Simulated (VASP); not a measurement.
Input of a VASP 6.6.1 run:

File INCAR:

```
PREC = Accurate
ENCUT = 520
EDIFF = 1E-6
ISMEAR = -1
SIGMA = 0.02
LREAL = False
LASPH = True
NELM = 60
ALGO = Normal
ISIF = 2
LWAVE = False
LCHARG = True
GGA = PE
LELF = True
LVHAR = True
NBANDS = 45
```

File KPOINTS:

```
regular mesh
0
Gamma
  6 6 6
```

Contents of POSCAR:

```
Si3N4
1.0
   -3.1935966635      3.1935966635      3.1935966635
    3.1935966635     -3.1935966635      3.1935966635
    3.1935966635      3.1935966635     -3.1935966635
Si N
6 8
Direct
    0.2500000000      0.1250000000      0.8750000000
    0.8750000000      0.2500000000      0.1250000000
    0.7500000000      0.3750000000      0.6250000000
    0.6250000000      0.7500000000      0.3750000000
    0.1250000000      0.8750000000      0.2500000000
    0.3750000000      0.6250000000      0.7500000000
    0.5584122281      0.5584122281      0.5584122281
    0.4415877719      0.5000000000      0.0000000000
    0.5000000000      0.0000000000      0.9415877719
    0.0000000000      0.4415877719      0.5000000000
    0.9415877719      0.5000000000      0.0000000000
    0.0584122281      0.0584122281      0.0584122281
    0.0000000000      0.9415877719      0.5000000000
    0.5000000000      0.0000000000      0.4415877719
```

Potentials or basis: VASP PAW PBE potentials, release 64 (Si, N).

Launch:

```sh
$ cat potpaw_PBE.64/Si/POTCAR potpaw_PBE.64/N/POTCAR > POTCAR
$ mpirun -np 1 vasp_std > vasp.out
```

(1) Estimate the band gap on the k mesh.

(2) Predict the largest force.

(3) Predict the pressure.

Results:

(1) 4.19 eV (least direct gap 4.36 eV).

(2) 0.007 eV/Å.

(3) 12.9 GPa.

Caveat: the cell stands under pressure.
